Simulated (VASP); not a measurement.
Wanted: the native input for a VASP 6.6.1 run.

| Item | Value |
| --- | --- |
| Task | electric field gradients |
| Functional | PBE |
| Potentials or basis | VASP PAW PBE potentials, release 64 (Bi_d) |
| Cutoff | 520 eV |
| k mesh | 11 × 11 × 11 |
| Occupations | fermi-dirac, width 0.03 eV |
| Spin | no spin polarisation |
| Dipole correction | no |
| Further INCAR settings | ALGO = Normal; EDIFF = 1e-08; NBANDS = 22 |

The structure of Bi lies in POSCAR:

```
Bi
1.0
    2.1940049238      1.2189119810      3.9002202502
   -2.3519944330      1.2871019714      3.9684102405
   -0.0199404907     -2.6839439523      3.9933695093
Bi
2
Direct
    0.2338900000      0.2338900000      0.2338900000
    0.7661100000      0.7661100000      0.7661100000
```

This cell differs from its parent crystal: equal xy, yz and zx shear strains of -3 %.

The input as run:

INCAR

```
SYSTEM = Bi
  ALGO = Normal
  EDIFF = 1E-8
  ENCUT = 520
  GGA = PE
  ISIF = 2
  ISMEAR = -1
  LASPH = .TRUE.
  LCHARG = .FALSE.
  LEFG = .TRUE.
  LREAL = .FALSE.
  LWAVE = .FALSE.
  NBANDS = 22
  NELM = 100
  PREC = Accurate
  SIGMA = 0.03
```

KPOINTS

```
k-points
0
G
  11 11 11
  0 0 0
```

Potentials or basis: VASP PAW PBE potentials, release 64 (Bi_d).

The run is started by

```sh
$ cat potpaw_PBE.64/Bi_d/POTCAR > POTCAR
$ mpirun -np 1 vasp_std > vasp.out
```

It gave:

```yaml
Pressure: 1.8 GPa
Largest_force: 0.284 eV/Å
Band_gap_on_the_k_mesh: zero (band 15 reaches 6.29 eV, above the bottom of band 16 at 6.04 eV)
```

Caveat: the cell differs from its parent crystal (equal xy, yz and zx shear strains of -3 %); without QUAD_EFG the Cq values of the log hold for a quadrupole moment of 1 mb, not for the nuclei; spin-orbit coupling is left out, which moves the levels of the heavy elements.

It took 12 min on 1 thread of Intel(R) Xeon(R) Platinum 8259CL CPU @ 2.50GHz (Skylake/Cascade Lake) (shared host), peak memory 0.83 GiB.
